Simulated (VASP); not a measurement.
# AlN (F-43m) in VASP: a series of runs, part 2 of 2

VASP 6.6.1. Earlier steps stand in the parts before.

### 4 Relaxation of cell and atoms, PBEsol, target pressure 5 GPa, at which the enthalpy is minimised

File INCAR:

```
SYSTEM = AlN
  ALGO = Normal
  EDIFF = 1E-6
  EDIFFG = -0.01
  ENCUT = 600
  GGA = PS
  IBRION = 2
  ISIF = 3
  ISMEAR = -1
  LASPH = .TRUE.
  LCHARG = .FALSE.
  LREAL = .FALSE.
  LWAVE = .FALSE.
  NELM = 100
  NSW = 60
  PREC = Accurate
  PSTRESS = 50.0
  SIGMA = 0.05
```

File KPOINTS:

```
k-points
0
G
  10 10 10
  0 0 0
```

File POSCAR:

```
AlN
1.0
    0.0000000000      2.1839935596      2.1839935596
    2.1839935596      0.0000000000      2.1839935596
    2.1839935596      2.1839935596      0.0000000000
Al N
1 1
Direct
    0.0000000000      0.0000000000      0.0000000000
    0.2500000000      0.2500000000      0.2500000000
```

Potentials or basis: VASP PAW PBE potentials, release 64 (Al, N).

Run with:

```console
$ cat potpaw_PBE.64/Al/POTCAR potpaw_PBE.64/N/POTCAR > POTCAR
$ mpirun -np 1 vasp_std > vasp.out
```

OUTCAR:

```text
SYSTEM = AlN
   EDIFF = 1E-6
   EDIFFG = -0.01
   ENCUT = 600
   GGA = PS
   IBRION = 2
   ISIF = 3
   ISMEAR = -1
   LASPH = .TRUE.
   LREAL = .FALSE.
   NELM = 100
   NSW = 60
   PREC = Accurate
   PSTRESS = 50.0

 ion  position               nearest neighbor table
   1  0.000  0.000  0.000-   2 1.89   2 1.89   2 1.89   2 1.89
   2  0.250  0.250  0.250-   1 1.89   1 1.89   1 1.89   1 1.89

  LATTYP: Found a face centered cubic cell.
 ALAT       =     4.3679871192

  Lattice vectors:

 A1 = (   0.0000000000,   2.1839935596,   2.1839935596)
 A2 = (   2.1839935596,   0.0000000000,   2.1839935596)
 A3 = (   2.1839935596,   2.1839935596,   0.0000000000)

Analysis of symmetry for initial positions (statically):
=====================================================================
 Subroutine PRICEL returns:
 Original cell was already a primitive cell.

 Routine SETGRP: Setting up the symmetry group for a
 face centered cubic supercell.

 Subroutine GETGRP returns: Found 24 space group operations
 (whereof 24 operations were pure point group operations)
 out of a pool of 48 trial point group operations.

The static configuration has the point symmetry T_d .

Analysis of symmetry for dynamics (positions and initial velocities):
=====================================================================
 Subroutine PRICEL returns:
 Original cell was already a primitive cell.

 Routine SETGRP: Setting up the symmetry group for a
 face centered cubic supercell.

 Subroutine GETGRP returns: Found 24 space group operations
 (whereof 24 operations were pure point group operations)
 out of a pool of 48 trial point group operations.

The dynamic configuration has the point symmetry T_d .

 Subroutine INISYM returns: Found 24 space group operations
 (whereof 24 operations are pure point group operations),
 and found     1 'primitive' translations

----------------------------------------------------------------------------------------

                                     Primitive cell

  volume of cell :      20.8345

  direct lattice vectors                    reciprocal lattice vectors
     0.000000000  2.183993560  2.183993560    -0.228938404  0.228938404  0.228938404
     2.183993560  0.000000000  2.183993560     0.228938404 -0.228938404  0.228938404
     2.183993560  2.183993560  0.000000000     0.228938404  0.228938404 -0.228938404

  length of vectors
     3.088633312  3.088633312  3.088633312     0.396532948  0.396532948  0.396532948

  position of ions in fractional coordinates (direct lattice)
     0.000000000  0.000000000  0.000000000
     0.250000000  0.250000000  0.250000000

  ion indices of the primitive-cell ions
   primitive index   ion index
                 1           1
                 2           2

----------------------------------------------------------------------------------------

 KPOINTS: k-points

Automatic generation of k-mesh.
 Grid dimensions read from file:
 generate k-points for:   10   10   10

 Generating k-lattice:

[... 44 lines left out ...]
   number of dos      NEDOS =    301   number of ions     NIONS =      2
   total plane-waves  NPLWV =  21952
   dimension x,y,z NGX =    28 NGY =   28 NGZ =   28
   dimension x,y,z NGXF=    56 NGYF=   56 NGZF=   56
   ions per type =               1   1
   NGX,Y,Z   is equivalent  to a cutoff of  15.07, 15.07, 15.07 a.u.
   NGXF,Y,Z  is equivalent  to a cutoff of  30.14, 30.14, 30.14 a.u.
 SYSTEM =  AlN
   PREC   = accura    normal or accurate (medium, high low for compatibility)
   ISTART =      0    job   : 0-new  1-cont  2-samecut
   ICHARG =      2    charge: 1-file 2-atom 10-const
   ISPIN  =      1    spin polarized calculation?
   LNONCOLLINEAR =      F non collinear calculations
   LSORBIT =      F    spin-orbit coupling
   LASPH  =      T    aspherical Exc in radial PAW
   ENCUT  =  600.0 eV  44.10 Ry    6.64 a.u.   6.17  6.17  6.17*2*pi/ulx,y,z
   NELM   =    100;   NELMIN=  2; NELMDL= -5     # of ELM steps
   EDIFF  = 0.1E-05   stopping-criterion for ELM
   LREAL  =      F    real-space projection
   EDIFFG = -.1E-01   stopping-criterion for IOM
   NSW    =     60    number of steps for IOM
   IBRION =      2    ionic relax: 0-MD 1-quasi-New 2-CG
   NFREE  =      1    steps in history (QN), initial steepest desc. (CG)
   ISIF   =      3    stress and relaxation
   ISYM   =      2    0-nonsym 1-usesym 2-fastsym
   POTIM  = 0.5000    time-step for ionic-motion
   TEBEG  =    0.0;   TEEND  =   0.0 temperature during run
   PSTRESS=   50.0 pullay stress
   NELECT =       8.0000    total number of electrons
   NUPDOWN=      -1.0000    fix difference up-down
   EMIN   =  10.00;   EMAX   =-10.00  energy-range for DOS
   EFERMI =   0.00;   METHOD = LEGACY
   ISMEAR =    -1;   SIGMA  =   0.05  broadening in eV -4-tet -1-fermi 0-gaus
   EFERMI_NEDOS =   21; number of points for ismear=-14 and -15
   IALGO  =     38    algorithm
   IMIX   =      4    mixing-type and parameters
     AMIX     =   0.40;   BMIX     =  1.00
     AMIX_MAG =   1.60;   BMIX_MAG =  1.00
  volume/ion in A,a.u.               =      10.42        70.30
  Fermi-wavevector in a.u.,A,eV,Ry     =   1.189899  2.248583 19.263943  1.415860
  Thomas-Fermi vector in A             =   2.325996
   LORBIT       =      0    0 simple, 1 ext, 2 COOP (PROOUT), +10 PAW based schemes
   GGA     = PS    functional components
   LHFCALC =     F    Hartree Fock is set to
   AEXX    =    0.0000 exact exchange contribution
   IVDW    =     0    specifies the selected vdW correction
   LEPSILON=     F    determine dielectric tensor
   LRPA    =     F    only Hartree local field effects (RPA)
 conjugate gradient relaxation of ions
 non-spin polarized calculation
  energy-cutoff  :      600.00
  volume of cell :       20.83
 maximum number of plane-waves:       725
 NGX is ok and might be reduce to    28
   NGX = 13   NGY = 13   NGZ = 13

--------------------------------------- Ionic step        1  -------------------------------------------

 number of electron       7.9999999 magnetization

 Free energy of the ion-electron system (eV)
  ---------------------------------------------------
  ext. energy  EPLUGINS =         0.00000000
  ---------------------------------------------------
  free energy    TOTEN  =       -15.61236634 eV

  energy without entropy =      -15.61236634  energy(sigma->0) =      -15.61236634

------------------------ aborting loop because EDIFF is reached ----------------------------------------

  FORCE on cell =-STRESS in cart. coord.  units (eV):
  Direction    XX          YY          ZZ          XY          YZ          ZX
  --------------------------------------------------------------------------------------
  -------------------------------------------------------------------------------------
  Total        0.1568626      0.1568626      0.1568626      0.0000000      0.0000000     -0.0000000
  in kB       12.0627402     12.0627402     12.0627402      0.0000000      0.0000000     -0.0000000
  external PRESSURE =     -37.9372598 kB  Pullay stress =      50.0000000 kB
[... 63 lines left out ...]
--------------------------------------- Ionic step        3  -------------------------------------------

 number of electron       8.0000000 magnetization

 Free energy of the ion-electron system (eV)
  ---------------------------------------------------
  ext. energy  EPLUGINS =         0.00000000
  ---------------------------------------------------
  free energy    TOTEN  =       -15.60535033 eV

  energy without entropy =      -15.60535033  energy(sigma->0) =      -15.60535033

 E-fermi :   7.1179     XC(G=0): -11.2071

 val. band max:        6.0463418092   @ k =   0.0000   0.0000   0.0000
 cond. band min:       9.2416121770   @ k =   0.5000   0.5000   0.0000
 fundamental gap:      3.1952703677
 Fermi energy:         7.1179167458

 k-point     1 :       0.0000    0.0000    0.0000
  band No.  band energies     occupation
      1      -9.0166      2.00000
      2       6.0463      2.00000
      3       6.0463      2.00000
      4       6.0463      2.00000
      5      10.3366      0.00000
      6      18.6901      0.00000
      7      18.6901      0.00000
      8      18.6901      0.00000
[... 243 lines left out ...]
 k-point    24 :       0.4000    0.3000    0.0000
  band No.  band energies     occupation
      1      -6.9299      2.00000
      2       1.8287      2.00000
      3       4.3077      2.00000
      4       4.6161      2.00000
      5      10.8843      0.00000
      6      15.5697      0.00000
      7      18.4369      0.00000
      8      20.7282      0.00000

 [... further k-points ...]

------------------------ aborting loop because EDIFF is reached ----------------------------------------

  FORCE on cell =-STRESS in cart. coord.  units (eV):
  Direction    XX          YY          ZZ          XY          YZ          ZX
  --------------------------------------------------------------------------------------
  -------------------------------------------------------------------------------------
  Total        0.6372813      0.6372813      0.6372813      0.0000000     -0.0000000      0.0000000
  in kB       49.8831862     49.8831862     49.8831862      0.0000000     -0.0000000      0.0000000
  external PRESSURE =      -0.1168138 kB  Pullay stress =      50.0000000 kB
[... 21 lines left out ...]
  energy  without entropy=      -15.6053503308  energy(sigma->0) =      -15.60535033

  enthalpy is  TOTEN    =       -14.9665766377 eV   P V=        0.6387736931

 reached required accuracy - stopping structural energy minimisation
```

OSZICAR:

```text
N       E                     dE             d eps       ncg     rms          rms(c)
DAV:   1     0.126750965862E+02    0.12675E+02   -0.43391E+03   776   0.937E+02
DAV:   2    -0.171510754678E+02   -0.29826E+02   -0.29083E+02   952   0.161E+02
DAV:   3    -0.178428151052E+02   -0.69174E+00   -0.69174E+00   904   0.308E+01
[... 20 lines left out ...]
DAV:   2    -0.156054936439E+02    0.73902E-02   -0.42560E-02   792   0.149E+00    0.138E-01
DAV:   3    -0.156054089405E+02    0.84703E-04   -0.61251E-04   856   0.271E-01    0.459E-02
DAV:   4    -0.156053589202E+02    0.50020E-04   -0.24262E-05   928   0.450E-02    0.204E-02
DAV:   5    -0.156053505199E+02    0.84003E-05   -0.64875E-06   872   0.232E-02    0.111E-02
DAV:   6    -0.156053503308E+02    0.18908E-06   -0.79310E-08   408   0.289E-03
   3 F= -.14966577E+02 E0= -.14966577E+02  d E =-.440508E-02
```

Wall time 19 s (1 thread of Intel Xeon Platinum 8488C (Sapphire Rapids), shared host); peak memory 0.15 GiB.

Results:

| Property | Result |
| --- | --- |
| Free energy | -15.6054 eV |
| Relaxed volume | 10.23 Å³/atom |
| Relaxed cell | a = 3.070 Å, b = 3.070 Å, c = 3.070 Å, α = 60.00°, β = 60.00°, γ = 60.00° |
| Space group after relaxing (to 0.05 Å) | F-43m (No. 216) |
| Energy change on relaxing (the enthalpy is what falls) | +3.5 meV/atom |
| Ionic steps | 3 |
| Pressure after relaxing | 5.0 GPa |
| Band gap on the k mesh | 3.20 eV, indirect (least direct gap 4.29 eV) |

Step by step:
```csv
step,energy change (eV),largest force (eV/Å),pressure (GPa),volume (Å³)
1,0.0000,0.0000,1.21,20.83
2,0.0232,0.0000,9.18,20.10
3,0.0070,0.0000,4.99,20.47
```

Final structure:
```yaml
crystal:
  lattice:
    - [0.00000, 2.17113, 2.17113]
    - [2.17113, 0.00000, 2.17113]
    - [2.17113, 2.17113, 0.00000]
  atoms:
    - { symbol: Al, position: [0.00000, 0.00000, 0.00000] }
    - { symbol: N, position: [0.25000, 0.25000, 0.25000] }
```

Levels at points of the mesh, in eV from the valence-band top:
```
           k point  band 1  band 2  band 3  band 4  band 5  band 6  band 7  band 8
(0.00, 0.00, 0.00)  -15.06    0.00    0.00    0.00    4.29   12.64   12.64   12.64
(0.50, 0.00, 0.00)  -12.92   -5.99   -0.48   -0.48    7.45    9.89   11.15   11.15
(0.50, 0.50, 0.00)  -12.26   -5.00   -1.81   -1.81    3.20    8.59   14.12   15.85
```

Caveat: the cell is relaxed towards a set pressure, so the enthalpy falls and the energy may rise; the PAW data sets were made with another functional, which shifts forces and pressure a little.

### 5 Relaxation of cell and atoms, PBEsol, target pressure 10 GPa, at which the enthalpy is minimised

File INCAR:

```
SYSTEM = AlN
ALGO     = Normal         ! electronic algorithm
EDIFF    = 1E-6           ! SCF threshold, eV
EDIFFG   = -0.01          ! ionic threshold
ENCUT    = 600            ! plane-wave cutoff, eV
GGA      = PS             ! functional
IBRION   = 2              ! ionic algorithm
ISIF     = 3              ! what is computed and relaxed
ISMEAR   = -1             ! smearing method
LASPH    = .True.         ! aspherical terms in the spheres
LCHARG   = .False.        ! write CHGCAR
LREAL    = .False.        ! projectors in reciprocal space
LWAVE    = .False.        ! write WAVECAR
NELM     = 80             ! most SCF steps
NSW      = 60             ! ionic steps
PREC     = Accurate       ! precision mode
PSTRESS  = 100.0        
SIGMA    = 0.05           ! smearing width, eV
```

File KPOINTS:

```
k-points
0
Gamma
  10 10 10
  0 0 0
```

POSCAR is that of step 4.

Run with:

```console
$ cat potpaw_PBE.64/Al/POTCAR potpaw_PBE.64/N/POTCAR > POTCAR
$ mpirun -np 1 vasp_std > vasp.out
```

Run time: 20 s. Hardware: 1 thread of Intel Xeon Platinum 8488C (Sapphire Rapids), shared host; peak memory 0.15 GiB.

It converged, with:

```
Free energy                                            : -15.5853 eV
Relaxed volume                                         : 10.02 Å³/atom
Relaxed cell                                           : a = 3.049 Å, b = 3.049 Å, c = 3.049 Å, α = 60.00°, β = 60.00°, γ = 60.00°
Space group after relaxing (to 0.05 Å)                 : F-43m (No. 216)
Energy change on relaxing (the enthalpy is what falls) : +13.5 meV/atom
Ionic steps                                            : 3
Pressure after relaxing                                : 9.9 GPa
Band gap on the k mesh                                 : 3.20 eV, indirect (least direct gap 4.48 eV)
```

The path:
```
step  energy change (eV)  largest force (eV/Å)  pressure (GPa)  volume (Å³)
   1              0.0000                0.0000            1.21        20.83
   2              0.1124                0.0000           21.67        19.16
   3              0.0271                0.0000            9.91        20.04
```

Final structure:
```
Al N
1.0
     0.00000    2.15570    2.15570
     2.15570    0.00000    2.15570
     2.15570    2.15570    0.00000
Al N
1 1
Direct
  0.00000 0.00000 0.00000
  0.25000 0.25000 0.25000
```

Levels at points of the mesh, in eV from the valence-band top:
```csv
k point,band 2,band 3,band 4,band 5,band 6,band 7
"(0.00, 0.00, 0.00)",0.00,0.00,0.00,4.48,12.86,12.86
"(0.50, 0.00, 0.00)",-6.08,-0.49,-0.49,7.64,10.03,11.28
"(0.50, 0.50, 0.00)",-5.07,-1.83,-1.83,3.20,8.72,14.42
```

Caveat: the cell is relaxed towards a set pressure, so the enthalpy falls and the energy may rise; the PAW data sets were made with another functional, which shifts forces and pressure a little.

### 6 Relaxation of cell and atoms, PBEsol, target pressure 20 GPa, at which the enthalpy is minimised

Edit INCAR of step 5 so:

```diff
@@ -13,6 +13,6 @@
 LWAVE    = .False.        ! write WAVECAR
-NELM     = 80             ! most SCF steps
+NELM     = 60             ! most SCF steps
 NSW      = 60             ! ionic steps
 PREC     = Accurate       ! precision mode
-PSTRESS  = 100.0        
+PSTRESS  = 200.0        
 SIGMA    = 0.05           ! smearing width, eV
```

KPOINTS is that of step 5.

POSCAR is that of step 5.

Potentials or basis: VASP PAW PBE potentials, release 64 (Al, N).

Run with:

```console
$ cat potpaw_PBE.64/Al/POTCAR potpaw_PBE.64/N/POTCAR > POTCAR
$ mpirun -np 1 vasp_std > vasp.out
```

Wall time 25 s (1 thread of Intel Xeon Platinum 8488C (Sapphire Rapids), shared host); peak memory 0.15 GiB.

Results (log left out):

```
Free energy                                            : -15.5150 eV
Relaxed volume                                         : 9.64 Å³/atom
Relaxed cell                                           : a = 3.009 Å, b = 3.009 Å, c = 3.009 Å, α = 60.00°, β = 60.00°, γ = 60.00°
Space group after relaxing (to 0.05 Å)                 : F-43m (No. 216)
Energy change on relaxing (the enthalpy is what falls) : +48.7 meV/atom
Ionic steps                                            : 4
Pressure after relaxing                                : 19.9 GPa
Band gap on the k mesh                                 : 3.22 eV, indirect (least direct gap 4.84 eV)
```

The path:
| step | energy change (eV) | largest force (eV/Å) | pressure (GPa) | volume (Å³) |
| --- | --- | --- | --- | --- |
| 1 | 0.0000 | 0.0000 | 1.21 | 20.83 |
| 2 | 0.5274 | 0.0000 | 54.91 | 17.36 |
| 3 | 0.0932 | 0.0000 | 19.46 | 19.31 |
| 4 | 0.0974 | 0.0000 | 19.94 | 19.27 |

Final structure:
```
Al N
1.0
     0.00000    2.12801    2.12801
     2.12801    0.00000    2.12801
     2.12801    2.12801    0.00000
Al N
1 1
Direct
  0.00000 0.00000 0.00000
  0.25000 0.25000 0.25000
```

Levels at points of the mesh, in eV from the valence-band top:
| k point | band 1 | band 2 | band 3 | band 4 | band 5 | band 6 | band 7 | band 8 |
| --- | --- | --- | --- | --- | --- | --- | --- | --- |
| (0.00, 0.00, 0.00) | -15.43 | 0.00 | 0.00 | 0.00 | 4.84 | 13.25 | 13.25 | 13.25 |
| (0.50, 0.00, 0.00) | -13.10 | -6.25 | -0.49 | -0.49 | 8.00 | 10.30 | 11.53 | 11.53 |
| (0.50, 0.50, 0.00) | -12.38 | -5.20 | -1.87 | -1.87 | 3.22 | 8.95 | 14.98 | 16.61 |

Caveat: the cell is relaxed towards a set pressure, so the enthalpy falls and the energy may rise; the PAW data sets were made with another functional, which shifts forces and pressure a little.

### 7 Overview

```tsv
cell	gap on the mesh (eV)	pressure (GPa)
relaxed	3.18	0.0
relaxed to 2 GPa	3.19	2.0
relaxed to 5 GPa	3.20	5.0
relaxed to 10 GPa	3.20	9.9
relaxed to 20 GPa	3.22	19.9
```

Alike in all rows: task relaxation of cell and atoms; level PBEsol; potentials or basis VASP PAW PBE potentials, release 64 (Al, N); no spin polarisation; k mesh 10 × 10 × 10; cutoff (eV) 600; smearing fermi-dirac 0.05 eV.

Caveats: the PAW data sets were made with another functional, which shifts forces and pressure a little; the cell is relaxed towards a set pressure, so the enthalpy falls and the energy may rise (some runs).

Absolute energies hang on the potentials; compare differences alone.
